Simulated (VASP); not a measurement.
# Hf (Fm-3m) in VASP: settings compared

Aim: see how the results for Hf move with the level of theory and the settings. Levels: PBE0, PBEsol. Tasks: relaxation of cell and atoms, single point.

All numbers are computed with VASP 6.6.1; they aren't measurements. Logs are shortened: lines on timing, memory, paths and dates and some standing lists are left out, and cuts for length are marked.

## (1) The cell of the first run

Symmetry: Fm-3m, No. 225, cubic system. The conventional cell has a = 4.440 Å, b = 4.440 Å, c = 4.440 Å, α = 90.00°, β = 90.00°, γ = 90.00°. Hf (site symmetry m-3m) has 12 Hf at 3.14 Å within 4.1 Å.

## (2) Relaxation of cell and atoms, PBE0

The input, POSCAR:

```
Hf
1.0
    0.0000000000      2.2200000000      2.2200000000
    2.2200000000      0.0000000000      2.2200000000
    2.2200000000      2.2200000000      0.0000000000
Hf
1
Direct
    0.0000000000      0.0000000000      0.0000000000
```

The input, INCAR.step1:

```
SYSTEM = Hf
ALGO     = Normal         ! electronic algorithm
EDIFF    = 1E-5           ! SCF threshold, eV
ENCUT    = 600            ! plane-wave cutoff, eV
GGA      = PE             ! functional
ISMEAR   = -1             ! smearing method
LASPH    = .TRUE.         ! aspherical terms in the spheres
LCHARG   = .FALSE.        ! write CHGCAR
LREAL    = .FALSE.        ! projectors in reciprocal space
LWAVE    = .TRUE.         ! write WAVECAR
NBANDS   = 11             ! bands
NELM     = 60             ! most SCF steps
PREC     = Accurate       ! precision mode
SIGMA    = 0.05           ! smearing width, eV
```

The input, INCAR.step2:

```
SYSTEM = Hf
AEXX     = 0.25           ! exact-exchange fraction
ALGO     = Normal         ! electronic algorithm
EDIFF    = 1E-6           ! SCF threshold, eV
EDIFFG   = -0.01          ! ionic threshold
ENCUT    = 600            ! plane-wave cutoff, eV
GGA      = PE             ! functional
IBRION   = 2              ! ionic algorithm
ISIF     = 3              ! what is computed and relaxed
ISMEAR   = -1             ! smearing method
ISTART   = 1            
LASPH    = .TRUE.         ! aspherical terms in the spheres
LCHARG   = .FALSE.        ! write CHGCAR
LHFCALC  = .TRUE.         ! exact exchange
LREAL    = .FALSE.        ! projectors in reciprocal space
LWAVE    = .FALSE.        ! write WAVECAR
NELM     = 60             ! most SCF steps
NSW      = 60             ! ionic steps
PREC     = Accurate       ! precision mode
PRECFOCK = Normal       
SIGMA    = 0.05           ! smearing width, eV
```

The input, KPOINTS:

```
k-points
0
G
  5 5 5
  0 0 0
```

Potentials or basis: VASP PAW PBE potentials, release 64 (Hf_pv).

Launch:

```console
$ cat potpaw_PBE.64/Hf_pv/POTCAR > POTCAR
$ cp INCAR.step1 INCAR
$ mpirun -np 1 vasp_std > vasp.out
$ cp INCAR.step2 INCAR
$ mpirun -np 1 vasp_std > vasp.out
```

OUTCAR:

```text
SYSTEM = Hf
   AEXX = 0.25
   EDIFF = 1E-6
   EDIFFG = -0.01
   ENCUT = 600
   GGA = PE
   IBRION = 2
   ISIF = 3
   ISMEAR = -1
   ISTART = 1
   LASPH = .TRUE.
   LHFCALC = .TRUE.
   LREAL = .FALSE.
   NELM = 60
   NSW = 60
   PREC = Accurate
   PRECFOCK = Normal

 ion  position               nearest neighbor table
   1  0.000  0.000  0.000-

  LATTYP: Found a face centered cubic cell.
 ALAT       =     4.4400000000

  Lattice vectors:

 A1 = (   0.0000000000,   2.2200000000,   2.2200000000)
 A2 = (   2.2200000000,   0.0000000000,   2.2200000000)
 A3 = (   2.2200000000,   2.2200000000,   0.0000000000)

Analysis of symmetry for initial positions (statically):
=====================================================================
 Subroutine PRICEL returns:
 Original cell was already a primitive cell.

 Routine SETGRP: Setting up the symmetry group for a
 face centered cubic supercell.

 Subroutine GETGRP returns: Found 48 space group operations
 (whereof 48 operations were pure point group operations)
 out of a pool of 48 trial point group operations.

The static configuration has the point symmetry O_h .

Analysis of symmetry for dynamics (positions and initial velocities):
=====================================================================
 Subroutine PRICEL returns:
 Original cell was already a primitive cell.

 Routine SETGRP: Setting up the symmetry group for a
 face centered cubic supercell.

 Subroutine GETGRP returns: Found 48 space group operations
 (whereof 48 operations were pure point group operations)
 out of a pool of 48 trial point group operations.

The dynamic configuration has the point symmetry O_h .

 Subroutine INISYM returns: Found 48 space group operations
 (whereof 48 operations are pure point group operations),
 and found     1 'primitive' translations

----------------------------------------------------------------------------------------

                                     Primitive cell

  volume of cell :      21.8821

  direct lattice vectors                    reciprocal lattice vectors
     0.000000000  2.220000000  2.220000000    -0.225225225  0.225225225  0.225225225
     2.220000000  0.000000000  2.220000000     0.225225225 -0.225225225  0.225225225
     2.220000000  2.220000000  0.000000000     0.225225225  0.225225225 -0.225225225

  length of vectors
     3.139554108  3.139554108  3.139554108     0.390101533  0.390101533  0.390101533

  position of ions in fractional coordinates (direct lattice)
     0.000000000  0.000000000  0.000000000

  ion indices of the primitive-cell ions
   primitive index   ion index
                 1           1

----------------------------------------------------------------------------------------

 KPOINTS: k-points

Automatic generation of k-mesh.
 Grid dimensions read from file:
 generate k-points for:    5    5    5

 Generating k-lattice:

  Cartesian coordinates                     Fractional coordinates (reciprocal lattice)
    -0.045045045  0.045045045  0.045045045     0.200000000  0.000000000  0.000000000
     0.045045045 -0.045045045  0.045045045     0.000000000  0.200000000  0.000000000
     0.045045045  0.045045045 -0.045045045     0.000000000  0.000000000  0.200000000

  Length of vectors
     0.078020307  0.078020307  0.078020307

  Shift w.r.t. Gamma in fractional coordinates (k-lattice)
     0.000000000  0.000000000  0.000000000

 Subroutine IBZKPT returns following result:
 ===========================================

 Found     10 irreducible k-points:

 Following reciprocal coordinates:
            Coordinates               Weight
  0.000000  0.000000  0.000000      1.000000
  0.200000  0.000000  0.000000      8.000000
  0.400000  0.000000  0.000000      8.000000
  0.200000  0.200000  0.000000      6.000000
  0.400000  0.200000  0.000000     24.000000
 -0.400000  0.200000  0.000000     24.000000
 -0.200000  0.200000  0.000000     12.000000
  0.400000  0.400000  0.000000      6.000000
 -0.400000  0.400000  0.000000     12.000000
 -0.400000  0.400000  0.200000     24.000000
   k-points           NKPTS =     10   k-points in BZ     NKDIM =    125   number of bands    NBANDS=      9
   number of dos      NEDOS =    301   number of ions     NIONS =      1
   total plane-waves  NPLWV =  21952
   dimension x,y,z NGX =    28 NGY =   28 NGZ =   28
   dimension x,y,z NGXF=    56 NGYF=   56 NGZF=   56
   ions per type =               1
   NGX,Y,Z   is equivalent  to a cutoff of  14.83, 14.83, 14.83 a.u.
   NGXF,Y,Z  is equivalent  to a cutoff of  29.65, 29.65, 29.65 a.u.
 SYSTEM =  Hf
   PREC   = accura    normal or accurate (medium, high low for compatibility)
   ISTART =      1    job   : 0-new  1-cont  2-samecut
   ICHARG =      0    charge: 1-file 2-atom 10-const
   ISPIN  =      1    spin polarized calculation?
   LNONCOLLINEAR =      F non collinear calculations
   LSORBIT =      F    spin-orbit coupling
   LASPH  =      T    aspherical Exc in radial PAW
   ENCUT  =  600.0 eV  44.10 Ry    6.64 a.u.   6.27  6.27  6.27*2*pi/ulx,y,z
   NELM   =     60;   NELMIN=  2; NELMDL=  0     # of ELM steps
   EDIFF  = 0.1E-05   stopping-criterion for ELM
   LREAL  =      F    real-space projection
   EDIFFG = -.1E-01   stopping-criterion for IOM
   NSW    =     60    number of steps for IOM
   IBRION =      2    ionic relax: 0-MD 1-quasi-New 2-CG
   NFREE  =      1    steps in history (QN), initial steepest desc. (CG)
   ISIF   =      3    stress and relaxation
   ISYM   =      3    0-nonsym 1-usesym 2-fastsym
   POTIM  = 0.5000    time-step for ionic-motion
   TEBEG  =    0.0;   TEEND  =   0.0 temperature during run
   PSTRESS=    0.0 pullay stress
   NELECT =      10.0000    total number of electrons
   NUPDOWN=      -1.0000    fix difference up-down
   EMIN   =  10.00;   EMAX   =-10.00  energy-range for DOS
   EFERMI =   0.00;   METHOD = LEGACY
   ISMEAR =    -1;   SIGMA  =   0.05  broadening in eV -4-tet -1-fermi 0-gaus
   EFERMI_NEDOS =   21; number of points for ismear=-14 and -15
   IALGO  =     38    algorithm
   IMIX   =      1    mixing-type and parameters
     AMIX     =   0.40;   BMIX     =  1.00
     AMIX_MAG =   1.60;   BMIX_MAG =  1.00
  volume/ion in A,a.u.               =      21.88       147.67
  Fermi-wavevector in a.u.,A,eV,Ry     =   1.260991  2.382927 21.634588  1.590097
  Thomas-Fermi vector in A             =   2.394472
   LORBIT       =      0    0 simple, 1 ext, 2 COOP (PROOUT), +10 PAW based schemes
   GGA     = PE    functional components
   LHFCALC =     T    Hartree Fock is set to
   PRECFOCK=normal    Normal, Fast or Accurate (Low or Medium for compatibility)
   ENCUT4O =  -1.0   cutoff for four orbital integrals eV
   NKREDX  =     1    reduce k-point grid by
   NKREDY  =     1    reduce k-point grid by
   NKREDZ  =     1    reduce k-point grid by
   AEXX    =    0.2500 exact exchange contribution
   HFSCREEN=    0.0000 screening length (either q_TF or 0.3 A-1)
   HFSCREENC=   0.0000 screening length for correlation (either q_TF or 0.3 A-1)
   ENCUTFOCK=  -1.0 apply spherical cutoff to Coloumb kernel
   IVDW    =     0    specifies the selected vdW correction
   LEPSILON=     F    determine dielectric tensor
   LRPA    =     F    only Hartree local field effects (RPA)
 conjugate gradient relaxation of ions
 non-spin polarized calculation
  energy-cutoff  :      600.00
  volume of cell :       21.88
 maximum number of plane-waves:       739
 NGX is ok and might be reduce to    28
  NGX = 20; NGY = 20; NGZ = 20

--------------------------------------- Ionic step        1  -------------------------------------------

 number of electron      10.0000000 magnetization

 Free energy of the ion-electron system (eV)
  ---------------------------------------------------
  ext. energy  EPLUGINS =         0.00000000
  ---------------------------------------------------
  free energy    TOTEN  =       -12.24300063 eV

  energy without entropy =      -12.23999504  energy(sigma->0) =      -12.24149784

------------------------ aborting loop because EDIFF is reached ----------------------------------------

  FORCE on cell =-STRESS in cart. coord.  units (eV):
  Direction    XX          YY          ZZ          XY          YZ          ZX
  --------------------------------------------------------------------------------------
  -------------------------------------------------------------------------------------
  Total        0.2843533      0.2843533      0.2843533     -0.0000000      0.0000000     -0.0000000
  in kB       20.8199620     20.8199620     20.8199620     -0.0000000      0.0000000     -0.0000000
  external PRESSURE =      20.8199620 kB  Pullay stress =       0.0000000 kB

 VOLUME and BASIS-vectors are now :
 -----------------------------------------------------------------------------
  energy-cutoff  :      600.00
  volume of cell :       21.88
      direct lattice vectors                 reciprocal lattice vectors
     0.000000000  2.220000000  2.220000000    -0.225225225  0.225225225  0.225225225
     2.220000000  0.000000000  2.220000000     0.225225225 -0.225225225  0.225225225
     2.220000000  2.220000000  0.000000000     0.225225225  0.225225225 -0.225225225
[... 36 lines left out ...]
 POSITION                                       TOTAL-FORCE (eV/Angst)
 -----------------------------------------------------------------------------------
      2.25045      4.50091      2.25045         0.000000      0.000000      0.000000
 -----------------------------------------------------------------------------------
    total drift:                                0.000000     -0.000000     -0.000000

  FREE ENERGIE OF THE ION-ELECTRON SYSTEM (eV)
  ---------------------------------------------------
  free  energy   TOTEN  =       -12.2413322943 eV

  energy  without entropy=      -12.2384198408  energy(sigma->0) =      -12.23987607

--------------------------------------- Ionic step        3  -------------------------------------------

 number of electron      10.0000001 magnetization

 Free energy of the ion-electron system (eV)
  ---------------------------------------------------
  ext. energy  EPLUGINS =         0.00000000
  ---------------------------------------------------
  free energy    TOTEN  =       -12.24552891 eV

  energy without entropy =      -12.24257261  energy(sigma->0) =      -12.24405076

 E-fermi :   4.2439     XC(G=0):  -8.9009

 val. band max:        4.1210006396   @ k =  -0.2000   0.2000   0.0000
 cond. band min:       4.9724895840   @ k =   0.2000   0.2000   0.0000
 fundamental gap:      0.8514889443
 Fermi energy:         4.2439336681

 k-point     1 :       0.0000    0.0000    0.0000
  band No.  band energies     occupation
      1     -27.9966      2.00000
      2     -27.9966      2.00000
      3     -27.9966      2.00000
      4      -4.0506      2.00000
      5       7.0511      0.00000
      6       7.0511      0.00000
      7       7.0511      0.00000
      8      10.1630      0.00000
      9      10.1630      0.00000

 k-point     2 :       0.2000    0.0000    0.0000
  band No.  band energies     occupation
      1     -28.3323      2.00000
      2     -28.0378      2.00000
      3     -28.0378      2.00000
      4      -2.5899      2.00000
      5       5.6650      0.00000
      6       7.4539      0.00000
      7       7.4539      0.00000
      8       9.8396      0.00000
      9       9.8396      0.00000
[... 116 lines left out ...]
 POSITION                                       TOTAL-FORCE (eV/Angst)
 -----------------------------------------------------------------------------------
      0.00000      0.00000      0.00000         0.000000      0.000000      0.000000
 -----------------------------------------------------------------------------------
    total drift:                                0.000000     -0.000000     -0.000000

  FREE ENERGIE OF THE ION-ELECTRON SYSTEM (eV)
  ---------------------------------------------------
  free  energy   TOTEN  =       -12.2455289075 eV

  energy  without entropy=      -12.2425726116  energy(sigma->0) =      -12.24405076

 reached required accuracy - stopping structural energy minimisation
```

Wall time 17 min (1 thread of AMD EPYC 7R13, shared host); peak memory 0.15 GiB.

What came out:

* Free energy: -12.2455 eV
* Relaxed volume: 22.28 Å³/atom
* Relaxed cell: a = 3.158 Å, b = 3.158 Å, c = 3.158 Å, α = 60.00°, β = 60.00°, γ = 60.00°
* Space group after relaxing (to 0.05 Å): Fm-3m (No. 225)
* Energy gained by relaxing: 2.5 meV/atom
* Ionic steps: 3
* Pressure after relaxing: 0.0 GPa
* Band gap on the k mesh: zero (band 5 reaches 7.05 eV, above the bottom of band 6 at 3.94 eV)

Step by step:
```
step  energy change (eV)  largest force (eV/Å)  pressure (GPa)  volume (Å³)
   1              0.0000                0.0000            2.08        21.88
   2              0.0017                0.0000           -2.52        22.80
   3             -0.0025                0.0000           -0.03        22.28
```

Final structure:
```xyz
1
Lattice="0.0000 2.2332 2.2332 2.2332 0.0000 2.2332 2.2332 2.2332 0.0000" Properties=species:S:1:pos:R:3 pbc="T T T"
Hf    0.0000    0.0000    0.0000
```

Levels at points of the mesh, in eV from the Fermi level:
```
           k point  band 3  band 4  band 5  band 6  band 7  band 8
(0.00, 0.00, 0.00)  -32.24   -8.29    2.81    2.81    2.81    5.92
```

Caveat: the k points lie up to 0.49 Å⁻¹ apart in the final cell; the PAW data sets were made with another functional, which shifts forces and pressure a little; spin-orbit coupling is left out, which moves the levels of the heavy elements.

## (3) Single point, PBEsol

This run uses another cell than the first one, of 21.55 Å³/atom, 0.985 times its volume.

The input, INCAR:

```
SYSTEM = Hf
PREC = Accurate
ENCUT = 520
EDIFF = 1E-6
ISMEAR = -1
SIGMA = 0.05
LREAL = .False.
LASPH = .True.
NELM = 100
ALGO = Fast
ISIF = 2
LWAVE = .False.
LCHARG = .False.
GGA = PS
NBANDS = 11
```

The input, KPOINTS:

```
Automatic mesh
0
Gamma
  10 10 10
  0 0 0
```

The input, POSCAR:

```
Hf
1.0
    0.0000000000      2.2088114212      2.2088114212
    2.2088114212      0.0000000000      2.2088114212
    2.2088114212      2.2088114212      0.0000000000
Hf
1
Direct
    0.0000000000      0.0000000000      0.0000000000
```

Potentials or basis: VASP PAW PBE potentials, release 64 (Hf_pv).

Launch:

```console
$ cat potpaw_PBE.64/Hf_pv/POTCAR > POTCAR
$ mpirun -np 1 vasp_std > vasp.out
```

Run time: 13 s. Hardware: 1 thread of Intel Xeon 8259CL, shared host; peak memory 0.14 GiB.

The run converged. Its results:

```
Free energy            : -10.4417 eV
Pressure               : -0.4 GPa
Band gap on the k mesh : zero (band 5 reaches 6.25 eV, above the bottom of band 6 at 4.44 eV)
```

Levels at points of the mesh, in eV from the Fermi level:
| k point | band 3 | band 4 | band 5 | band 6 | band 7 | band 8 |
| --- | --- | --- | --- | --- | --- | --- |
| (0.00, 0.00, 0.00) | -29.83 | -7.35 | 1.40 | 1.40 | 1.40 | 4.32 |
| (0.50, 0.00, 0.00) | -29.95 | -3.76 | 0.72 | 1.16 | 1.16 | 6.56 |
| (0.50, 0.50, 0.00) | -30.16 | -3.43 | -2.27 | 2.74 | 6.57 | 7.23 |

Caveat: the PAW data sets were made with another functional, which shifts forces and pressure a little; spin-orbit coupling is left out, which moves the levels of the heavy elements.
